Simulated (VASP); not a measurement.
# AlNi in VASP: a series of runs, part 4 of 4

VASP 6.6.1. The steps go on from the part before.

### 6 Electric field gradients, PBE, collinear spin, ferromagnetic start (zz strain of +2 %)

INCAR reads:

```
  PREC = Accurate
  ENCUT = 520
  EDIFF = 1E-8
  ISMEAR = -1
  SIGMA = 0.05
  LREAL = F
  LASPH = T
  NELM = 150
  ALGO = Normal
  ISIF = 2
  LWAVE = F
  LCHARG = F
  ISPIN = 2
  MAGMOM = 0 1.5
  LORBIT = 11
  LMAXMIX = 4
  GGA = PE
  LEFG = T
  NBANDS = 18
```

KPOINTS reads:

```
regular mesh
0
Gamma
  13 13 13
```

POSCAR reads:

```
AlNi
1.0
    2.8810000000      0.0000000000      0.0000000000
    0.0000000000      2.8810000000      0.0000000000
    0.0000000000      0.0000000000      2.9386200000
Al Ni
1 1
Direct
    0.0000000000      0.0000000000      0.0000000000
    0.5000000000      0.5000000000      0.5000000000
```

Potentials or basis: VASP PAW PBE potentials, release 64 (Al, Ni).

On the command line:

```bash
$ cat potpaw_PBE.64/Al/POTCAR potpaw_PBE.64/Ni/POTCAR > POTCAR
$ mpirun -np 1 vasp_std > vasp.out
```

OUTCAR:

```text
PREC = Accurate
   ENCUT = 520
   EDIFF = 1E-8
   ISMEAR = -1
   LREAL = F
   LASPH = T
   NELM = 150
   ISIF = 2
   ISPIN = 2
   LORBIT = 11
   GGA = PE

 ion  position               nearest neighbor table
   1  0.000  0.000  0.000-   2 2.51   2 2.51   2 2.51   2 2.51   2 2.51   2 2.51   2 2.51   2 2.51

   2  0.500  0.500  0.500-   1 2.51   1 2.51   1 2.51   1 2.51   1 2.51   1 2.51   1 2.51   1 2.51

  LATTYP: Found a simple tetragonal cell.
 ALAT       =     2.8810000000
 C/A-ratio  =     1.0200000000

  Lattice vectors:

 A1 = (   2.8810000000,   0.0000000000,   0.0000000000)
 A2 = (   0.0000000000,   2.8810000000,   0.0000000000)
 A3 = (   0.0000000000,   0.0000000000,   2.9386200000)

Analysis of symmetry for initial positions (statically):
=====================================================================
 Subroutine PRICEL returns:
 Original cell was already a primitive cell.

 Routine SETGRP: Setting up the symmetry group for a
 simple tetragonal supercell.

 Subroutine GETGRP returns: Found 16 space group operations
 (whereof 16 operations were pure point group operations)
 out of a pool of 16 trial point group operations.

The static configuration has the point symmetry D_4h.

Analysis of symmetry for dynamics (positions and initial velocities):
=====================================================================
 Subroutine PRICEL returns:
 Original cell was already a primitive cell.

 Routine SETGRP: Setting up the symmetry group for a
 simple tetragonal supercell.

 Subroutine GETGRP returns: Found 16 space group operations
 (whereof 16 operations were pure point group operations)
 out of a pool of 16 trial point group operations.

The dynamic configuration has the point symmetry D_4h.

Analysis of structural, dynamic, and magnetic symmetry:
=====================================================================
 Subroutine PRICEL returns:
 Original cell was already a primitive cell.

 Routine SETGRP: Setting up the symmetry group for a
 simple tetragonal supercell.

 Subroutine GETGRP returns: Found 16 space group operations
 (whereof 16 operations were pure point group operations)
 out of a pool of 16 trial point group operations.

The overall configuration has the point symmetry D_4h.

 Subroutine INISYM returns: Found 16 space group operations
 (whereof 16 operations are pure point group operations),
 and found     1 'primitive' translations

----------------------------------------------------------------------------------------

                                     Primitive cell

  volume of cell :      24.3910

  direct lattice vectors                    reciprocal lattice vectors
     2.881000000  0.000000000  0.000000000     0.347101701  0.000000000  0.000000000
     0.000000000  2.881000000  0.000000000     0.000000000  0.347101701  0.000000000
     0.000000000  0.000000000  2.938620000     0.000000000  0.000000000  0.340295785

  length of vectors
     2.881000000  2.881000000  2.938620000     0.347101701  0.347101701  0.340295785

  position of ions in fractional coordinates (direct lattice)
[... 110 lines left out ...]
 spin polarized calculation
  energy-cutoff  :      520.00
  volume of cell :       24.39
 maximum number of plane-waves:       676
 NGX is ok and might be reduce to    24
   NGX = 11   NGY = 11   NGZ = 11

 number of electron      13.0000006 magnetization       0.0000122

 number of electron      13.0000006 magnetization      -0.0000098

 Free energy of the ion-electron system (eV)
  ---------------------------------------------------
  ext. energy  EPLUGINS =         0.00000000
  ---------------------------------------------------
  free energy    TOTEN  =       -10.54273633 eV

  energy without entropy =      -10.53717516  energy(sigma->0) =      -10.53995574

 E-fermi :   9.7432     XC(G=0): -11.9535

 val. band max:        9.7422233556   @ k =   0.3846   0.2308   0.1538
 cond. band min:       9.8050403190   @ k =   0.0769   0.0769   0.3077
 fundamental gap:      0.0628169633
 Fermi energy:         9.7432453195

 spin component 1

 k-point     1 :       0.0000    0.0000    0.0000
  band No.  band energies     occupation
      1      -1.2278      1.00000
      2       6.6223      1.00000
      3       6.6439      1.00000
      4       8.2478      1.00000
      5       8.2478      1.00000
      6       8.3023      1.00000
[... 493 lines left out ...]
     17      31.1150      0.00000
     18      34.0500      0.00000

 [... further k-points ...]

 spin component 2

 k-point     1 :       0.0000    0.0000    0.0000
  band No.  band energies     occupation
      1      -1.2278      1.00000
      2       6.6223      1.00000
      3       6.6439      1.00000
      4       8.2478      1.00000
      5       8.2478      1.00000
      6       8.3023      1.00000
[... 493 lines left out ...]
     17      31.1150      0.00000
     18      34.0500      0.00000

 [... further k-points ...]

------------------------ aborting loop because EDIFF is reached ----------------------------------------

  FORCE on cell =-STRESS in cart. coord.  units (eV):
  Direction    XX          YY          ZZ          XY          YZ          ZX
  --------------------------------------------------------------------------------------
  -------------------------------------------------------------------------------------
  Total       -0.0960500     -0.0960500     -0.3478537      0.0000000      0.0000000      0.0000000
  in kB       -6.3092546     -6.3092546    -22.8495273      0.0000000      0.0000000      0.0000000
  external PRESSURE =     -11.8226789 kB  Pullay stress =       0.0000000 kB

 VOLUME and BASIS-vectors are now :
 -----------------------------------------------------------------------------
  energy-cutoff  :      520.00
  volume of cell :       24.39
      direct lattice vectors                 reciprocal lattice vectors
     2.881000000  0.000000000  0.000000000     0.347101701  0.000000000  0.000000000
     0.000000000  2.881000000  0.000000000     0.000000000  0.347101701  0.000000000
     0.000000000  0.000000000  2.938620000     0.000000000  0.000000000  0.340295785

 POSITION                                       TOTAL-FORCE (eV/Angst)
 -----------------------------------------------------------------------------------
      0.00000      0.00000      0.00000         0.000000      0.000000      0.000000
      1.44050      1.44050      1.46931         0.000000      0.000000      0.000000
 -----------------------------------------------------------------------------------
    total drift:                                0.000000      0.000000     -0.000000

  FREE ENERGIE OF THE ION-ELECTRON SYSTEM (eV)
  ---------------------------------------------------
  free  energy   TOTEN  =       -10.5427363294 eV

  energy  without entropy=      -10.5371751579  energy(sigma->0) =      -10.53995574

 Electric field gradients (V/A^2)
---------------------------------------------------------------------
 ion       V_xx      V_yy      V_zz      V_xy      V_xz      V_yz
---------------------------------------------------------------------
   1      -0.359    -0.359     0.717     0.000     0.000     0.000
   2      -1.805    -1.805     3.610    -0.000     0.000     0.000
---------------------------------------------------------------------

 Electric field gradients after diagonalization (V/A^2)
 (convention: |V_zz| > |V_xx| > |V_yy|)
----------------------------------------------------------------------
 ion       V_xx      V_yy      V_zz     asymmetry (V_yy - V_xx)/ V_zz
----------------------------------------------------------------------
   1      -0.359    -0.359     0.717       0.000
   2      -1.805    -1.805     3.610       0.000
----------------------------------------------------------------------

           NMR quadrupolar parameters

 Cq : quadrupolar parameter    Cq=e*Q*V_zz/h
 eta: asymmetry parameters     (V_yy - V_xx)/ V_zz
 Q  : nuclear electric quadrupole moment in mb (millibarn)
----------------------------------------------------------------------
 ion       Cq(MHz)       eta       Q (mb)
----------------------------------------------------------------------
   1       0.002       0.000       1.000
   2       0.009       0.000       1.000
----------------------------------------------------------------------

 total charge

# of ion       s       p       d       tot
------------------------------------------
    1        0.382   0.405   0.000   0.787
    2        0.467   0.499   8.465   9.431
--------------------------------------------------
tot          0.849   0.904   8.465  10.218

 magnetization (x)

# of ion       s       p       d       tot
------------------------------------------
    1        0.000   0.000   0.000   0.000
    2       -0.000   0.000  -0.000  -0.000
--------------------------------------------------
tot          0.000   0.000  -0.000  -0.000
```

stdout:

```text
POSCAR found type information on POSCAR AlNi
 POSCAR found :  2 types and       2 ions
 scaLAPACK will be used
 LDA part: xc-table for (Slater+PW92), standard interpolation
 POSCAR, INCAR and KPOINTS ok, starting setup
 FFT: planning ... GRIDC
 FFT: planning ... GRID_SOFT
 FFT: planning ... GRID
 WAVECAR not read
 entering main loop
ion   1

ion   2
```

It took 2.6 min on 1 thread of Intel Xeon 8259CL, shared host; peak memory 0.25 GiB.

Results:

| Property | Result |
| --- | --- |
| Free energy | -10.5427 eV |
| Pressure | -1.2 GPa |
| Net moment | 0.00 μB per cell |
| Largest electric field gradient by atom | Al +0.7; Ni +3.6 V/Å² |
| Valence electrons inside the program's atomic spheres | Al 0.79; Ni 9.43 |

Electric field gradients, principal values (V/Å²):
```
atom   least  middle  greatest (by size)
1 Al  -0.359  -0.359               0.717
2 Ni  -1.805  -1.805               3.610
```

Caveat: the cell differs from its parent crystal (zz strain of +2 %); without QUAD_EFG the Cq values of the log hold for a quadrupole moment of 1 mb, not for the nuclei.
